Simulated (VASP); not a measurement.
A run of VASP 6.6.1 is set up as follows.

Contents of INCAR:

```
PREC     = Accurate       # precision mode
ENCUT    = 600            # plane-wave cutoff, eV
EDIFF    = 1E-6           # SCF threshold, eV
ISMEAR   = 0              # smearing method
SIGMA    = 0.1            # smearing width, eV
LREAL    = F              # projectors in reciprocal space
LASPH    = T              # aspherical terms in the spheres
NELM     = 60             # most SCF steps
ALGO     = Normal         # electronic algorithm
ISIF     = 3              # what is computed and relaxed
LWAVE    = F              # write WAVECAR
LCHARG   = F              # write CHGCAR
GGA      = PE             # functional
IBRION   = 2              # ionic algorithm
NSW      = 90             # ionic steps
EDIFFG   = -0.04          # ionic threshold
```

File KPOINTS:

```
Automatic mesh
0
Gamma
  6 6 4
```

File POSCAR:

```
Nb2P3
1.0
    4.9801846950      0.0000000000      0.0000000000
   -2.4900923475      4.3129664614      0.0000000000
    0.0000000000      0.0000000000      4.8260346923
Nb P
2 3
Direct
    0.6666666667      0.3333333333      0.9542463279
    0.3333333333      0.6666666667      0.9542463279
    0.5000000000      0.0000000000      0.3333333333
    0.0000000000      0.5000000000      0.3333333333
    0.5000000000      0.5000000000      0.3333333333
```

Potentials or basis: VASP PAW PBE potentials, release 64 (Nb_sv, P).

Run with:

```console
$ cat potpaw_PBE.64/Nb_sv/POTCAR potpaw_PBE.64/P/POTCAR > POTCAR
$ mpirun -np 1 vasp_std > vasp.out
```

(1) Estimate the relaxed cell.

(2) What does it give for the relaxed volume?

## Answers

(1) a = 5.234 Å, b = 5.234 Å, c = 4.076 Å, α = 90.00°, β = 90.00°, γ = 120.00°.

(2) 19.34 Å³/atom.
